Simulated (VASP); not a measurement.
Write the native input for VASP 6.6.1 that does the following.

| Item | Value |
| --- | --- |
| Task | single point |
| Functional | LDA |
| Potentials or basis | VASP PAW LDA potentials, release 64 (W_sv, C, H) |
| Cutoff | 520 eV |
| k mesh | 4 × 5 × 1 |
| Occupations | gaussian, width 0.1 eV |
| Spin | no spin polarisation |
| Dipole correction | no |
| Further INCAR settings | LREAL = Auto; ALGO = Normal; EDIFF = 1e-06; NBANDS = 92 |

The structure of H3W8C9 lies in POSCAR:

```
H3W8C9
1.0
    5.7156600000      0.0000000000      0.0000000000
    0.0000000000      5.6104000000      0.0000000000
    0.0000000000      0.0000000000     16.1249220000
W C H
8 9 3
Direct
    0.0000000000      0.0000000000      0.0620158039
    0.2398417681     -0.0038380508      0.2135713897
    0.0000000000      0.5000000000      0.0620158039
    0.2377419231      0.5055714388      0.2146518910
    0.5000000000      0.0000000000      0.0620158039
    0.7404479973      0.0026288678      0.2054137688
    0.5000000000      0.5000000000      0.0620158039
    0.7513009871      0.5092009482      0.2108278725
    0.0093906915      0.2531890774      0.1603055196
    0.4709902269      0.2616522886      0.2695471023
   -0.0201079140      0.7513492799      0.1517114936
    0.0380862403      0.7623857479      0.2913296573
    0.5108319949      0.2537676458      0.1516969198
    0.7157966009      0.2455858762      0.3018679408
    0.4773202045      0.7482366676      0.1586003951
    0.7568158358      0.8107011978      0.3207846835
    0.6832530276      0.0512508912      0.3655564970
    0.6381625219     -0.3324281691      0.3471265783
    0.7874000553      0.1114925852      0.4179682854
    0.4959504239      0.0356512905      0.3877170383
```

One way to write it, as run:

INCAR

```
PREC     = Accurate       # precision mode
ENCUT    = 520            # plane-wave cutoff, eV
EDIFF    = 1E-6           # SCF threshold, eV
ISMEAR   = 0              # smearing method
SIGMA    = 0.1            # smearing width, eV
LREAL    = Auto         
LASPH    = True           # aspherical terms in the spheres
NELM     = 100            # most SCF steps
ALGO     = Normal         # electronic algorithm
ISIF     = 2              # what is computed and relaxed
LWAVE    = False          # write WAVECAR
LCHARG   = True           # write CHGCAR
GGA      = CA             # functional
LELF     = True           # ELF
LVHAR    = True         
NBANDS   = 92             # bands
```

KPOINTS

```
Automatic mesh
0
Gamma
  4 5 1
```

Potentials or basis: VASP PAW LDA potentials, release 64 (W_sv, C, H).

Launch:

```sh
$ cat potpaw_LDA.64/W_sv/POTCAR potpaw_LDA.64/C/POTCAR potpaw_LDA.64/H/POTCAR > POTCAR
$ mpirun -np 1 vasp_std > vasp.out
```

It gave:

The largest force is 3.162 eV/Å and the band gap on the k mesh is zero (an odd number of electrons rules out a gap without spin polarisation).

Caveat: there is no dipole correction, which matters where the two faces differ; spin-orbit coupling is left out, which moves the levels of the heavy elements; an odd number of electrons without spin polarisation forces a metal; a magnetic or distorted state may lie lower.

Wall time 22 min on 1 thread of Intel(R) Xeon(R) Platinum 8259CL CPU @ 2.50GHz (Skylake/Cascade Lake), on a shared host, peak memory 0.6 GiB.
